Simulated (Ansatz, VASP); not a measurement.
WSe: VASP beside Ansatz

File INCAR:

```
SYSTEM = WSe
  PREC = Accurate
  ENCUT = 520
  EDIFF = 1E-6
  ISMEAR = 0
  SIGMA = 0.1
  LREAL = .FALSE.
  LASPH = .TRUE.
  NELM = 150
  ALGO = Normal
  ISIF = 2
  LWAVE = .FALSE.
  LCHARG = .FALSE.
  ISPIN = 2
  MAGMOM = 2.5 0
  LORBIT = 11
  LMAXMIX = 4
  GGA = PE
  NBANDS = 21
```

File KPOINTS:

```
regular mesh
0
G
  14 14 14
  0 0 0
```

POSCAR

```
WSe
1.0
    3.1485687611      0.0000000000      0.0000000000
    0.0000000000      3.1485687611      0.0000000000
    0.0000000000      0.0000000000      3.1485687611
W Se
1 1
Direct
    0.0000000000      0.0000000000      0.0000000000
    0.5000000000      0.5000000000      0.5000000000
```

Input for Ansatz:

```yaml
crystal:
  lattice:
    - [3.1485687611, 0.0, 0.0]
    - [0.0, 3.1485687611, 0.0]
    - [0.0, 0.0, 3.1485687611]
  atoms:
    - { symbol: W, position: [0.0, 0.0, 0.0], spin: 2.5 }
    - { symbol: Se, position: [0.5, 0.5, 0.5] }
basis:
  ecutwfc: 420
kpoints:
  mp_grid: { grid: [14, 14, 14] }
hamiltonian:
  xc: pbe
scf:
  occupations: { method: gaussian, width: 0.1 }
  lower_state_search: "off"
output:
  forces: true
  stress: true
  eigenvalues: true
  populations: true
magnetization:
  spin_polarized: true
```

Alike in both runs: task single point; functional PBE; k mesh 14 × 14 × 14; occupations gaussian, width 0.1 eV; collinear spin.

```csv
,VASP,Ansatz
version,VASP 6.6.1,Ansatz 0.2.0
potentials or method,"VASP PAW PBE potentials, release 64 (W_sv, Se), cutoff 520 eV","scalar-relativistic, plane waves, PAW"
valence electrons in the cell,20,30
```

```tsv
	VASP	Ansatz	Ansatz less VASP
gap on the k mesh at the Fermi level (eV)	none	none	-
pressure (GPa)	0.4	0.0	-0.40
net moment per atom (μB)	0.00	0.00	0.000
```

A gap of «none» marks a metal or a gap that the smearing closes. VASP's potentials hold 20 valence electrons a cell and Ansatz's 30, so a difference there can come from the potentials and not from the codes. Ansatz's warnings: seeded moment not kept.

Neither program's run includes spin-orbit coupling.
